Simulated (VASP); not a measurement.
## AlNi: single point with PBE+U

Crystal: AlNi.

```
Al Ni
1.0
    -2.88100    0.00000    0.00000
     0.00000   -2.88100   -2.88100
     0.00000   -2.88100    2.88100
Al Ni
2 2
Direct
  0.00000 0.00000 0.00000
  0.00000 0.50000 0.50000
  0.50000 0.00000 0.50000
  0.50000 0.50000 0.00000
```

| Quantity | Value |
| --- | --- |
| Program | VASP 6.6.1 |
| Task | single point |
| Functional | PBE |
| Potentials or basis | VASP PAW PBE potentials, release 64 (Al, Ni) |
| Cutoff | 520 eV |
| k mesh | 8 × 6 × 6 |
| Occupations | fermi-dirac, width 0.05 eV |
| Spin | collinear spin, ferromagnetic start |
| Starting moments | [0.0, 0.0, 2.0, 2.0] μB |
| Hubbard terms | Ni d U = 6.2 eV |
| Dipole correction | no |
| Further INCAR settings | ALGO = Normal; EDIFF = 1e-06; NBANDS = 25 |

The pressure is -5.7 GPa, the band gap on the k mesh is zero (filled and empty bands overlap) and the net moment is 0.00 μB per cell. The valence electrons inside the program's atomic spheres are Al 0.78; Ni 9.73.

Stress tensor (GPa, compression positive):
```
-4.12  0.00  0.00
 0.00 -6.47  0.00
 0.00  0.00 -6.47
```

Levels at points of the mesh, in eV from the Fermi level:
Spin up:
| k point | band 10 | band 11 | band 12 | band 13 | band 14 | band 15 | band 16 | band 17 |
| --- | --- | --- | --- | --- | --- | --- | --- | --- |
| (0.00, 0.00, 0.00) | -2.12 | -2.11 | -2.11 | -1.55 | 1.86 | 2.32 | 6.05 | 6.05 |
| (0.50, 0.00, 0.00) | -1.54 | -1.52 | -1.02 | 2.70 | 2.70 | 2.72 | 4.01 | 4.38 |
| (0.00, 0.50, 0.00) | -2.45 | -2.37 | -2.37 | 1.22 | 1.22 | 2.88 | 2.88 | 8.63 |
| (0.50, 0.50, 0.00) | -2.57 | -1.37 | -1.37 | -0.85 | -0.85 | 5.34 | 5.34 | 5.88 |
| (0.00, 0.50, 0.50) | -2.80 | -2.03 | -2.03 | -1.00 | -1.00 | 8.68 | 8.68 | 10.68 |
| (0.50, 0.50, 0.50) | -2.33 | -2.32 | -2.32 | -1.56 | -1.56 | 1.86 | 1.86 | 2.33 |
Spin down:
```csv
k point,band 10,band 11,band 12,band 13,band 14,band 15,band 16,band 17
"(0.00, 0.00, 0.00)",-2.12,-2.11,-2.11,-1.55,1.86,2.32,6.05,6.05
"(0.50, 0.00, 0.00)",-1.54,-1.52,-1.02,2.70,2.70,2.72,4.01,4.38
"(0.00, 0.50, 0.00)",-2.45,-2.37,-2.37,1.22,1.22,2.88,2.88,8.63
"(0.50, 0.50, 0.00)",-2.57,-1.37,-1.37,-0.85,-0.85,5.34,5.34,5.88
"(0.00, 0.50, 0.50)",-2.80,-2.03,-2.03,-1.01,-1.01,8.68,8.68,10.68
"(0.50, 0.50, 0.50)",-2.33,-2.32,-2.32,-1.56,-1.56,1.86,1.86,2.33
```

Eigenvalues of the final occupation matrices:
```csv
site,spin,trace,eigenvalues
site 3 d,1,4.43,0.88 0.89 0.89 0.89 0.89
site 3 d,2,4.43,0.88 0.89 0.89 0.89 0.89
site 4 d,1,4.43,0.88 0.89 0.89 0.89 0.89
site 4 d,2,4.43,0.88 0.89 0.89 0.89 0.89
```

Run time: 61 s on 1 thread of Intel(R) Xeon(R) 6975P-C (Granite Rapids) (shared host), peak memory 0.22 GiB.

Caveat: the cell stands under tension; the moments typed at the start vanished in this run; the U is typed as a test and isn't derived for this compound. The state reached can hang on the start; a lower one may exist.
